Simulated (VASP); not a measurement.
# Si8O15 (a cell with a defect) in VASP: notebook

Si8O15 (a cell with a defect) is run at these levels: PBE+D3(BJ); tasks: single point.

All numbers are computed with VASP 6.6.1; they aren't measurements. Logs are shortened: lines on timing, memory, paths and dates and some standing lists are left out, and cuts for length are marked.

## (1) The cell of the first run

The cell holds a defect, 23 atoms: a = 5.930 Å, b = 5.930 Å, c = 5.341 Å, α = 90.00°, β = 90.00°, γ = 90.00°.

## (2) Single point, PBE+D3(BJ)

Contents of INCAR:

```
ALGO     = Normal         # electronic algorithm
EDIFF    = 1E-7           # SCF threshold, eV
ENCUT    = 520            # plane-wave cutoff, eV
GGA      = PE             # functional
ISIF     = 2              # what is computed and relaxed
ISMEAR   = 0              # smearing method
IVDW     = 12             # dispersion correction
LASPH    = T              # aspherical terms in the spheres
LCHARG   = F              # write CHGCAR
LREAL    = Auto         
LWAVE    = F              # write WAVECAR
NBANDS   = 78             # bands
NELECT   = 120.0        
NELM     = 100            # most SCF steps
PREC     = Accurate       # precision mode
SIGMA    = 0.02           # smearing width, eV
```

Contents of KPOINTS:

```
k-points
0
Gamma
  2 2 2
```

Contents of POSCAR:

```
Si8O15
1.0
   -4.1929000000     -4.1929000000      0.0000000000
    4.1929000000     -4.1929000000      0.0000000000
    0.0000000000      0.0000000000      5.3408000000
Si O
8 15
Direct
    0.4622482053      0.5013016051      0.0012494383
    0.0104035393      0.5012886069      0.2766089350
    0.5085396742      0.5012976699      0.5012500000
    0.0103998426      0.5012927807      0.7258903161
    0.0016583987      0.0012915882      0.0012509362
    0.5030017410      0.0012983854      0.2494804149
   -0.0018189082      0.0012975506      0.5012496255
    0.5030038875      0.0012991009      0.7530193978
    0.1322257864      0.5013111450      0.0012438212
   -0.0031702402      0.2012338715      0.2530411174
   -0.0031716712      0.8013643302      0.2530454239
    0.2075836533      0.5012992201      0.5012520596
   -0.0031714327      0.2012353025      0.7494596315
    0.8059660378      0.5013000549      0.5012471914
   -0.0031733406      0.8013633762      0.7494551378
    0.6980032913      0.0013000549      0.0012513107
    0.5050313625      0.6897746190      0.2412449446
    0.3058615755      0.0012998164      0.0012492510
    0.5050310048      0.3128275179      0.2412425105
    0.6932242601      0.0013038708      0.5012490638
    0.5050352978      0.6897742613      0.7612546809
    0.3074230246      0.0013019628      0.5012509362
    0.5050345823      0.3128279949      0.7612569278
```

Potentials or basis: VASP PAW PBE potentials, release 64 (Si, O).

Command:

```bash
$ cat potpaw_PBE.64/Si/POTCAR potpaw_PBE.64/O/POTCAR > POTCAR
$ mpirun -np 1 vasp_std > vasp.out
```

OUTCAR:

```text
EDIFF = 1E-7
   ENCUT = 520
   GGA = PE
   ISIF = 2
   ISMEAR = 0
   IVDW = 12
   LASPH = T
   LREAL = Auto
   NELECT = 120.0
   NELM = 100
   PREC = Accurate
 IVDW          = 12

 ion  position               nearest neighbor table
   1  0.462  0.501  0.001-  23 1.72  19 1.72  21 1.72  17 1.72   9 1.96   3 2.68   3 2.68   2 3.06
                             4 3.06
   2  0.010  0.501  0.277-   9 1.64  12 1.68  14 1.71  10 1.79  11 1.79   4 2.40   4 2.94   1 3.06

   3  0.509  0.501  0.501-  14 1.76  23 1.78  19 1.78  21 1.78  17 1.78  12 1.78   1 2.68   1 2.68

   4  0.010  0.501  0.726-   9 1.64  12 1.68  14 1.71  13 1.79  15 1.79   2 2.40   2 2.94   1 3.06

   5  0.002  0.001  0.001-  11 1.79  15 1.79  10 1.79  13 1.79  16 1.80  18 1.80   7 2.67   7 2.67

   6  0.503  0.001  0.249-  20 1.76  16 1.76  18 1.77  22 1.78  17 1.85  19 1.85   8 2.65   8 2.69

   7  0.998  0.001  0.501-  11 1.78  15 1.78  10 1.78  13 1.78  20 1.81  22 1.83   5 2.67   5 2.67

   8  0.503  0.001  0.753-  20 1.76  16 1.76  18 1.77  22 1.78  21 1.85  23 1.85   6 2.65   6 2.69

   9  0.132  0.501  0.001-   4 1.64   2 1.64   1 1.96
  10  0.997  0.201  0.253-   7 1.78   2 1.79   5 1.79
  11  0.997  0.801  0.253-   7 1.78   2 1.79   5 1.79
  12  0.208  0.501  0.501-   4 1.68   2 1.68   3 1.78
  13  0.997  0.201  0.749-   7 1.78   4 1.79   5 1.79
  14  0.806  0.501  0.501-   2 1.71   4 1.71   3 1.76
  15  0.997  0.801  0.749-   7 1.78   4 1.79   5 1.79
  16  0.698  0.001  0.001-   6 1.76   8 1.76   5 1.80
  17  0.505  0.690  0.241-   1 1.72   3 1.78   6 1.85
  18  0.306  0.001  0.001-   6 1.77   8 1.77   5 1.80
  19  0.505  0.313  0.241-   1 1.72   3 1.78   6 1.85
  20  0.693  0.001  0.501-   8 1.76   6 1.76   7 1.81
  21  0.505  0.690  0.761-   1 1.72   3 1.78   8 1.85
  22  0.307  0.001  0.501-   8 1.78   6 1.78   7 1.83
  23  0.505  0.313  0.761-   1 1.72   3 1.78   8 1.85

  LATTYP: Found a simple tetragonal cell.
 ALAT       =     5.9296560457
 C/A-ratio  =     0.9006930518

  Lattice vectors:

 A1 = (  -4.1929000000,  -4.1929000000,   0.0000000000)
 A2 = (   4.1929000000,  -4.1929000000,   0.0000000000)
 A3 = (   0.0000000000,   0.0000000000,   5.3408000000)

Analysis of symmetry for initial positions (statically):
=====================================================================
 Subroutine PRICEL returns:
 Original cell was already a primitive cell.

 Routine SETGRP: Setting up the symmetry group for a
 simple tetragonal supercell.

 Subroutine GETGRP returns: Found  1 space group operations
 (whereof  1 operations were pure point group operations)
 out of a pool of 16 trial point group operations.

The static configuration has the point symmetry C_1 .

Analysis of symmetry for dynamics (positions and initial velocities):
=====================================================================
 Subroutine PRICEL returns:
 Original cell was already a primitive cell.

 Routine SETGRP: Setting up the symmetry group for a
 simple tetragonal supercell.

 Subroutine GETGRP returns: Found  1 space group operations
 (whereof  1 operations were pure point group operations)
 out of a pool of 16 trial point group operations.

The dynamic configuration has the point symmetry C_1 .

 Subroutine INISYM returns: Found  1 space group operations
 (whereof  1 operations are pure point group operations),
 and found     1 'primitive' translations

----------------------------------------------------------------------------------------

                                     Primitive cell

  volume of cell :     187.7869

  direct lattice vectors                    reciprocal lattice vectors
    -4.192900000 -4.192900000  0.000000000    -0.119249207 -0.119249207  0.000000000
     4.192900000 -4.192900000  0.000000000     0.119249207 -0.119249207  0.000000000
     0.000000000  0.000000000  5.340800000     0.000000000  0.000000000  0.187237867

  length of vectors
     5.929656046  5.929656046  5.340800000     0.168643846  0.168643846  0.187237867

  position of ions in fractional coordinates (direct lattice)
     0.462248205  0.501301605  0.001249438
     0.010403539  0.501288607  0.276608935
     0.508539674  0.501297670  0.501250000
     0.010399843  0.501292781  0.725890316
     0.001658399  0.001291588  0.001250936
     0.503001741  0.001298385  0.249480415
[... 15 lines left out ...]
     0.307423025  0.001301963  0.501250936
     0.505034582  0.312827995  0.761256928

  ion indices of the primitive-cell ions
   primitive index   ion index
                 1           1
                 2           2
                 3           3
                 4           4
                 5           5
                 6           6
[... 15 lines left out ...]
                22          22
                23          23

----------------------------------------------------------------------------------------

 KPOINTS: k-points

Automatic generation of k-mesh.
 Grid dimensions read from file:
 generate k-points for:    2    2    2

 Generating k-lattice:

  Cartesian coordinates                     Fractional coordinates (reciprocal lattice)
    -0.059624603 -0.059624603  0.000000000     0.500000000  0.000000000  0.000000000
     0.059624603 -0.059624603  0.000000000     0.000000000  0.500000000  0.000000000
     0.000000000  0.000000000  0.093618933     0.000000000  0.000000000  0.500000000

  Length of vectors
     0.084321923  0.084321923  0.093618933

  Shift w.r.t. Gamma in fractional coordinates (k-lattice)
     0.000000000  0.000000000  0.000000000

 Subroutine IBZKPT returns following result:
 ===========================================

 Found      8 irreducible k-points:

 Following reciprocal coordinates:
            Coordinates               Weight
  0.000000  0.000000  0.000000      1.000000
  0.500000  0.000000  0.000000      1.000000
  0.000000  0.500000  0.000000      1.000000
  0.500000  0.500000  0.000000      1.000000
  0.000000  0.000000  0.500000      1.000000
  0.500000  0.000000  0.500000      1.000000
  0.000000  0.500000  0.500000      1.000000
  0.500000  0.500000  0.500000      1.000000
   k-points           NKPTS =      8   k-points in BZ     NKDIM =      8   number of bands    NBANDS=     78
   number of dos      NEDOS =    301   number of ions     NIONS =     23
   total plane-waves  NPLWV =  92160
   dimension x,y,z NGX =    48 NGY =   48 NGZ =   40
   dimension x,y,z NGXF=    96 NGYF=   96 NGZF=   80
   ions per type =               8  15
   NGX,Y,Z   is equivalent  to a cutoff of  13.46, 13.46, 12.45 a.u.
   NGXF,Y,Z  is equivalent  to a cutoff of  26.91, 26.91, 24.90 a.u.
 SYSTEM =  unknown system
   PREC   = accura    normal or accurate (medium, high low for compatibility)
   ISTART =      0    job   : 0-new  1-cont  2-samecut
   ICHARG =      2    charge: 1-file 2-atom 10-const
   ISPIN  =      1    spin polarized calculation?
   LNONCOLLINEAR =      F non collinear calculations
   LSORBIT =      F    spin-orbit coupling
   LASPH  =      T    aspherical Exc in radial PAW
   ENCUT  =  520.0 eV  38.22 Ry    6.18 a.u.  11.03 11.03  9.93*2*pi/ulx,y,z
   NELM   =    100;   NELMIN=  2; NELMDL= -5     # of ELM steps
   EDIFF  = 0.1E-06   stopping-criterion for ELM
   LREAL  =      T    real-space projection
   EDIFFG = 0.1E-05   stopping-criterion for IOM
   NSW    =      0    number of steps for IOM
   IBRION =     -1    ionic relax: 0-MD 1-quasi-New 2-CG
   NFREE  =      0    steps in history (QN), initial steepest desc. (CG)
   ISIF   =      2    stress and relaxation
   ISYM   =      2    0-nonsym 1-usesym 2-fastsym
   POTIM  = 0.5000    time-step for ionic-motion
   TEBEG  =    0.0;   TEEND  =   0.0 temperature during run
   PSTRESS=    0.0 pullay stress
   NELECT =     120.0000    total number of electrons
   NUPDOWN=      -1.0000    fix difference up-down
   EMIN   =  10.00;   EMAX   =-10.00  energy-range for DOS
   EFERMI =   0.00;   METHOD = LEGACY
   ISMEAR =     0;   SIGMA  =   0.02  broadening in eV -4-tet -1-fermi 0-gaus
   EFERMI_NEDOS =   21; number of points for ismear=-14 and -15
   IALGO  =     38    algorithm
   IMIX   =      4    mixing-type and parameters
     AMIX     =   0.40;   BMIX     =  1.00
     AMIX_MAG =   1.60;   BMIX_MAG =  1.00
  volume/ion in A,a.u.               =       8.16        55.10
  Fermi-wavevector in a.u.,A,eV,Ry     =   1.410090  2.664684 27.053193  1.988354
  Thomas-Fermi vector in A             =   2.532079
   LORBIT       =      0    0 simple, 1 ext, 2 COOP (PROOUT), +10 PAW based schemes
   GGA     = PE    functional components
   LHFCALC =     F    Hartree Fock is set to
   AEXX    =    0.0000 exact exchange contribution
   IVDW    =    12    specifies the selected vdW correction
   LEPSILON=     F    determine dielectric tensor
   LRPA    =     F    only Hartree local field effects (RPA)
 non-spin polarized calculation
 Gauss-broadening in eV      SIGMA  =   0.02
  energy-cutoff  :      520.00
  volume of cell :      187.79
 maximum number of plane-waves:      5080
 NGX is ok and might be reduce to    48
   NGX = 23   NGY = 23   NGZ = 19

 number of electron     119.9999972 magnetization

 Free energy of the ion-electron system (eV)
  ---------------------------------------------------
  ext. energy  EPLUGINS =         0.00000000
  ---------------------------------------------------
  free energy    TOTEN  =      -192.49726183 eV

  energy without entropy =     -192.49726183  energy(sigma->0) =     -192.49726183

 E-fermi :   7.7239     XC(G=0): -11.8532

 val. band max:        7.6344418232   @ k =   0.0000   0.0000   0.0000
 cond. band min:       9.9400275158   @ k =   0.0000   0.0000   0.0000
 fundamental gap:      2.3055856926
 Fermi energy:         7.7239205254

 k-point     1 :       0.0000    0.0000    0.0000
  band No.  band energies     occupation
      1     -14.8252      2.00000
      2     -13.2386      2.00000
      3     -13.0203      2.00000
      4     -12.6643      2.00000
      5     -12.1154      2.00000
      6     -12.0450      2.00000
[... 64 lines left out ...]
     71      16.4103      0.00000
     72      17.4809      0.00000
[... 523 lines left out ...]
     71      17.2573      0.00000
     72      17.5059      0.00000
 [bands above 72 left out]

------------------------ aborting loop because EDIFF is reached ----------------------------------------

 Edisp (eV)   -5.43522

 E8    (eV) :    -1.8833

  FORCE on cell =-STRESS in cart. coord.  units (eV):
  Direction    XX          YY          ZZ          XY          YZ          ZX
  --------------------------------------------------------------------------------------
  -------------------------------------------------------------------------------------
  Total     -26.21290   -26.20961    -9.44428     4.46207    -0.00346     0.00241
  in kB    -223.64557  -223.61756   -80.57757    38.06989    -0.02950     0.02055
  external pressure =     -175.95 kB  Pullay stress =        0.00 kB

 VOLUME and BASIS-vectors are now :
 -----------------------------------------------------------------------------
  energy-cutoff  :      520.00
  volume of cell :      187.79
      direct lattice vectors                 reciprocal lattice vectors
    -4.192900000 -4.192900000  0.000000000    -0.119249207 -0.119249207  0.000000000
     4.192900000 -4.192900000  0.000000000     0.119249207 -0.119249207  0.000000000
     0.000000000  0.000000000  5.340800000     0.000000000  0.000000000  0.187237867

 POSITION                                       TOTAL-FORCE (eV/Angst)
 -----------------------------------------------------------------------------------
      0.16375     -4.04007      0.00667         0.803649      0.804581     -0.000259
      2.05823     -2.14547      1.47731        -0.144816     -0.146927     -0.220741
     -0.03036     -4.23415      2.67708        -0.087695     -0.090000     -0.000631
      2.05827     -2.14548      3.87684        -0.144275     -0.146085      0.217674
     -0.00154     -0.01237      0.00668         0.109141      0.108784      0.000359
     -2.10359     -2.11448      1.33242         0.074623      0.076026     -0.023948
[... 15 lines left out ...]
     -1.28354     -1.29445      2.67708         0.189772      0.190851      0.000514
     -0.80590     -3.42922      4.06572        -0.006664      0.067338     -0.052222
 -----------------------------------------------------------------------------------
    total drift:                                0.017361     -0.001546      0.013597

  FREE ENERGIE OF THE ION-ELECTRON SYSTEM (eV)
  ---------------------------------------------------
  free  energy   TOTEN  =      -197.9324792620 eV

  energy  without entropy=     -197.9324792620  energy(sigma->0) =     -197.93247926
```

Run time: 2.5 min. Hardware: 1 thread of Intel Xeon Platinum 8559C (Emerald Rapids), shared host; peak memory 0.3 GiB.

Results:

```
Free energy                : -197.9325 eV
Largest force              : 2.511 eV/Å
Dispersion energy per atom : -0.236 eV
```

Forces in eV/Å, atoms in the order of the input:
```
Si   0.804  0.805  0.000
Si  -0.145 -0.147 -0.221
Si  -0.088 -0.090 -0.001
Si  -0.144 -0.146  0.218
Si   0.109  0.109  0.000
Si   0.075  0.076 -0.024
Si   0.155  0.155  0.000
Si   0.075  0.076  0.026
O   -1.776 -1.775  0.003
O    0.226  0.048 -0.203
O    0.046  0.228 -0.202
O   -0.031 -0.035  0.002
O    0.226  0.050  0.201
O   -0.088 -0.087  0.001
O    0.046  0.227  0.203
O    0.047  0.045 -0.001
O    0.068 -0.008  0.051
O    0.119  0.119  0.001
O   -0.006  0.068  0.052
O    0.031  0.031  0.000
O    0.069 -0.008 -0.055
O    0.190  0.191  0.001
O   -0.007  0.067 -0.052
```

Caveat: the k points lie up to 0.59 Å⁻¹ apart; the cell carries a net charge on a neutralising background, which shifts energy and pressure; the cell is charged against a uniform background, so pressure and absolute levels hang on convention.

[end of part 1 of 3]
